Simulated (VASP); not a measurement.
# BeS (F-43m) in VASP: a series of runs

Runs on BeS. Level: PBE. Tasks: single point.

All numbers are computed with VASP 6.6.1; they aren't measurements. Logs are shortened: lines on timing, memory, paths and dates and some standing lists are left out, and cuts for length are marked.

## 1. The cell of the first run

Symmetry: F-43m, No. 216, cubic system. The conventional cell has a = 4.869 Å, b = 4.869 Å, c = 4.869 Å, α = 90.00°, β = 90.00°, γ = 90.00°. Within 2.8 Å of Be (site symmetry -43m) lie 4 S at 2.11 Å. Within 2.8 Å of S (site symmetry -43m) lie 4 Be at 2.11 Å.

## 2. Single point, PBE

The input, INCAR:

```
SYSTEM = BeS
PREC = Accurate
ENCUT = 520
EDIFF = 1E-6
ISMEAR = 0
SIGMA = 0.01
LREAL = .FALSE.
LASPH = .TRUE.
NELM = 60
ALGO = Normal
ISIF = 2
LWAVE = .FALSE.
LCHARG = .FALSE.
GGA = PE
NBANDS = 11
```

The input, KPOINTS:

```
Automatic mesh
0
G
  8 8 8
  0 0 0
```

The input, POSCAR:

```
BeS
1.0
    0.0000000000      2.4343066359      2.4343066359
    2.4343066359      0.0000000000      2.4343066359
    2.4343066359      2.4343066359      0.0000000000
Be S
1 1
Direct
    0.0000000000      0.0000000000      0.0000000000
    0.2500000000      0.2500000000      0.2500000000
```

Potentials or basis: VASP PAW PBE potentials, release 64 (Be, S).

On the command line:

```console
$ cat potpaw_PBE.64/Be/POTCAR potpaw_PBE.64/S/POTCAR > POTCAR
$ mpirun -np 1 vasp_std > vasp.out
```

OUTCAR:

```text
SYSTEM = BeS
   PREC = Accurate
   ENCUT = 520
   EDIFF = 1E-6
   ISMEAR = 0
   LREAL = .FALSE.
   LASPH = .TRUE.
   NELM = 60
   ISIF = 2
   GGA = PE

 ion  position               nearest neighbor table
   1  0.000  0.000  0.000-   2 2.11   2 2.11   2 2.11   2 2.11
   2  0.250  0.250  0.250-   1 2.11   1 2.11   1 2.11   1 2.11

  LATTYP: Found a face centered cubic cell.
 ALAT       =     4.8686132718

  Lattice vectors:

 A1 = (   0.0000000000,   2.4343066359,   2.4343066359)
 A2 = (   2.4343066359,   0.0000000000,   2.4343066359)
 A3 = (   2.4343066359,   2.4343066359,   0.0000000000)

Analysis of symmetry for initial positions (statically):
=====================================================================
 Subroutine PRICEL returns:
 Original cell was already a primitive cell.

 Routine SETGRP: Setting up the symmetry group for a
 face centered cubic supercell.

 Subroutine GETGRP returns: Found 24 space group operations
 (whereof 24 operations were pure point group operations)
 out of a pool of 48 trial point group operations.

The static configuration has the point symmetry T_d .

Analysis of symmetry for dynamics (positions and initial velocities):
=====================================================================
 Subroutine PRICEL returns:
 Original cell was already a primitive cell.

 Routine SETGRP: Setting up the symmetry group for a
 face centered cubic supercell.

 Subroutine GETGRP returns: Found 24 space group operations
 (whereof 24 operations were pure point group operations)
 out of a pool of 48 trial point group operations.

The dynamic configuration has the point symmetry T_d .

 Subroutine INISYM returns: Found 24 space group operations
 (whereof 24 operations are pure point group operations),
 and found     1 'primitive' translations

----------------------------------------------------------------------------------------

                                     Primitive cell

  volume of cell :      28.8507

  direct lattice vectors                    reciprocal lattice vectors
     0.000000000  2.434306636  2.434306636    -0.205397296  0.205397296  0.205397296
     2.434306636  0.000000000  2.434306636     0.205397296 -0.205397296  0.205397296
     2.434306636  2.434306636  0.000000000     0.205397296  0.205397296 -0.205397296

  length of vectors
     3.442629459  3.442629459  3.442629459     0.355758552  0.355758552  0.355758552

  position of ions in fractional coordinates (direct lattice)
     0.000000000  0.000000000  0.000000000
     0.250000000  0.250000000  0.250000000

  ion indices of the primitive-cell ions
   primitive index   ion index
                 1           1
[... 79 lines left out ...]
   ISIF   =      2    stress and relaxation
   ISYM   =      2    0-nonsym 1-usesym 2-fastsym
   POTIM  = 0.5000    time-step for ionic-motion
   TEBEG  =    0.0;   TEEND  =   0.0 temperature during run
   PSTRESS=    0.0 pullay stress
   NELECT =       8.0000    total number of electrons
   NUPDOWN=      -1.0000    fix difference up-down
   EMIN   =  10.00;   EMAX   =-10.00  energy-range for DOS
   EFERMI =   0.00;   METHOD = LEGACY
   ISMEAR =     0;   SIGMA  =   0.01  broadening in eV -4-tet -1-fermi 0-gaus
   EFERMI_NEDOS =   21; number of points for ismear=-14 and -15
   IALGO  =     38    algorithm
   IMIX   =      4    mixing-type and parameters
     AMIX     =   0.40;   BMIX     =  1.00
     AMIX_MAG =   1.60;   BMIX_MAG =  1.00
  volume/ion in A,a.u.               =      14.43        97.35
  Fermi-wavevector in a.u.,A,eV,Ry     =   1.067545  2.017368 15.505913  1.139652
  Thomas-Fermi vector in A             =   2.203165
   LORBIT       =      0    0 simple, 1 ext, 2 COOP (PROOUT), +10 PAW based schemes
   GGA     = PE    functional components
   LHFCALC =     F    Hartree Fock is set to
   AEXX    =    0.0000 exact exchange contribution
   IVDW    =     0    specifies the selected vdW correction
   LEPSILON=     F    determine dielectric tensor
   LRPA    =     F    only Hartree local field effects (RPA)
 non-spin polarized calculation
 Gauss-broadening in eV      SIGMA  =   0.01
  energy-cutoff  :      520.00
  volume of cell :       28.85
 maximum number of plane-waves:       791
 NGX is ok and might be reduce to    28
   NGX = 13   NGY = 13   NGZ = 13

 number of electron       7.9999999 magnetization

 Free energy of the ion-electron system (eV)
  ---------------------------------------------------
  ext. energy  EPLUGINS =         0.00000000
  ---------------------------------------------------
  free energy    TOTEN  =       -10.01312072 eV

  energy without entropy =      -10.01312072  energy(sigma->0) =      -10.01312072

 E-fermi :   4.1343     XC(G=0):  -9.6833

 val. band max:        4.0566800867   @ k =   0.0000   0.0000   0.0000
 cond. band min:       7.1929357239   @ k =   0.5000   0.5000   0.0000
 fundamental gap:      3.1362556372
 Fermi energy:         4.1343295040

 k-point     1 :       0.0000    0.0000    0.0000
  band No.  band energies     occupation
      1      -9.5593      2.00000
      2       4.0567      2.00000
      3       4.0567      2.00000
      4       4.0567      2.00000
      5       9.7310      0.00000
      6       9.7310      0.00000
      7       9.7310      0.00000
      8       9.8455      0.00000
      9      16.8479      0.00000
     10      16.8479      0.00000
     11      18.8399      0.00000
[... 309 lines left out ...]
 k-point    24 :      -0.3750    0.2500    0.1250
  band No.  band energies     occupation
      1      -7.7104      2.00000
      2      -1.1292      2.00000
      3       1.3174      2.00000
      4       2.2485      2.00000
      5      10.1614      0.00000
      6      10.6187      0.00000
      7      13.1414      0.00000
      8      14.5228      0.00000
      9      15.4654      0.00000
     10      19.3140      0.00000
     11      19.9466      0.00000

 [... further k-points ...]
[... 5 lines left out ...]
  --------------------------------------------------------------------------------------
  -------------------------------------------------------------------------------------
  Total        0.0807856      0.0807856      0.0807856      0.0000000     -0.0000000      0.0000000
  in kB        4.4863052      4.4863052      4.4863052      0.0000000     -0.0000000      0.0000000
  external PRESSURE =       4.4863052 kB  Pullay stress =       0.0000000 kB

 VOLUME and BASIS-vectors are now :
 -----------------------------------------------------------------------------
  energy-cutoff  :      520.00
  volume of cell :       28.85
      direct lattice vectors                 reciprocal lattice vectors
     0.000000000  2.434306636  2.434306636    -0.205397296  0.205397296  0.205397296
     2.434306636  0.000000000  2.434306636     0.205397296 -0.205397296  0.205397296
     2.434306636  2.434306636  0.000000000     0.205397296  0.205397296 -0.205397296

 POSITION                                       TOTAL-FORCE (eV/Angst)
 -----------------------------------------------------------------------------------
      0.00000      0.00000      0.00000         0.000000      0.000000      0.000000
      1.21715      1.21715      1.21715        -0.000000     -0.000000     -0.000000
 -----------------------------------------------------------------------------------
    total drift:                                0.000000      0.000000      0.000000

  FREE ENERGIE OF THE ION-ELECTRON SYSTEM (eV)
  ---------------------------------------------------
  free  energy   TOTEN  =       -10.0131207195 eV

  energy  without entropy=      -10.0131207195  energy(sigma->0) =      -10.01312072
```

OSZICAR:

```text
N       E                     dE             d eps       ncg     rms          rms(c)
DAV:   1     0.202841856657E+02    0.20284E+02   -0.38245E+03   638   0.618E+02
DAV:   2    -0.897118922621E+01   -0.29255E+02   -0.28141E+02   835   0.117E+02
DAV:   3    -0.101756166443E+02   -0.12044E+01   -0.12022E+01   836   0.233E+01
DAV:   4    -0.101820604500E+02   -0.64438E-02   -0.64428E-02   781   0.195E+00
DAV:   5    -0.101821181426E+02   -0.57693E-04   -0.57692E-04   858   0.187E-01    0.558E+00
DAV:   6    -0.100506239771E+02    0.13149E+00   -0.11810E-01   740   0.163E+00    0.380E+00
DAV:   7    -0.100117437068E+02    0.38880E-01   -0.11402E-01   803   0.177E+00    0.101E+00
DAV:   8    -0.100129779374E+02   -0.12342E-02   -0.65158E-03   821   0.411E-01    0.141E-01
DAV:   9    -0.100130707509E+02   -0.92814E-04   -0.50729E-04   803   0.142E-01    0.282E-02
DAV:  10    -0.100131154572E+02   -0.44706E-04   -0.76401E-05   760   0.493E-02    0.103E-02
DAV:  11    -0.100131204442E+02   -0.49870E-05   -0.16961E-05   799   0.213E-02    0.882E-03
DAV:  12    -0.100131207195E+02   -0.27532E-06   -0.41584E-07   585   0.461E-03
   1 F= -.10013121E+02 E0= -.10013121E+02  d E =-.215631E-30
```

It took 17 s on 1 thread of Intel Xeon 8259CL, shared host; peak memory 0.15 GiB.

What came out:

```yaml
Free_energy: -10.0131 eV
Pressure: 0.4 GPa
Band_gap_on_the_k_mesh: 3.14 eV (least direct gap 5.67 eV)
```

Levels at points of the mesh, in eV from the valence-band top:
| k point | band 2 | band 3 | band 4 | band 5 | band 6 | band 7 |
| --- | --- | --- | --- | --- | --- | --- |
| (0.00, 0.00, 0.00) | 0.00 | 0.00 | 0.00 | 5.67 | 5.67 | 5.67 |
| (0.50, 0.00, 0.00) | -5.71 | -1.02 | -1.02 | 5.44 | 6.56 | 6.56 |
| (0.50, 0.50, 0.00) | -4.96 | -2.60 | -2.60 | 3.14 | 4.93 | 12.69 |

A k mesh can miss the band edges.

## 3. Single point, PBE

The input, INCAR:

```
ALGO     = Normal         # electronic algorithm
EDIFF    = 1E-6           # SCF threshold, eV
ENCUT    = 520            # plane-wave cutoff, eV
GGA      = PE             # functional
ISIF     = 2              # what is computed and relaxed
ISMEAR   = 0              # smearing method
LASPH    = True           # aspherical terms in the spheres
LCHARG   = False          # write CHGCAR
LREAL    = False          # projectors in reciprocal space
LWAVE    = False          # write WAVECAR
NBANDS   = 11             # bands
NELM     = 100            # most SCF steps
PREC     = Accurate       # precision mode
SIGMA    = 0.01           # smearing width, eV
```

The input, KPOINTS:

```
k-points
0
Gamma
  8 8 8
```

POSCAR is that of step 2.

Potentials or basis: VASP PAW PBE potentials, release 64 (Be, S).

On the command line:

```console
$ cat potpaw_PBE.64/Be/POTCAR potpaw_PBE.64/S/POTCAR > POTCAR
$ mpirun -np 1 vasp_std > vasp.out
```

Wall time 17 s (1 thread of Intel Xeon 8259CL, shared host); peak memory 0.15 GiB.

Results (log left out):

```
Free energy            : -10.0131 eV
Pressure               : 0.4 GPa
Band gap on the k mesh : 3.14 eV (least direct gap 5.67 eV)
```

Levels at points of the mesh, in eV from the valence-band top:
| k point | band 1 | band 2 | band 3 | band 4 | band 5 | band 6 | band 7 | band 8 | band 9 |
| --- | --- | --- | --- | --- | --- | --- | --- | --- | --- |
| (0.00, 0.00, 0.00) | -13.62 | 0.00 | 0.00 | 0.00 | 5.67 | 5.67 | 5.67 | 5.79 | 12.79 |
| (0.50, 0.00, 0.00) | -12.04 | -5.71 | -1.02 | -1.02 | 5.44 | 6.56 | 6.56 | 11.15 | 14.89 |
| (0.50, 0.50, 0.00) | -11.51 | -4.96 | -2.60 | -2.60 | 3.14 | 4.93 | 12.69 | 12.69 | 15.41 |
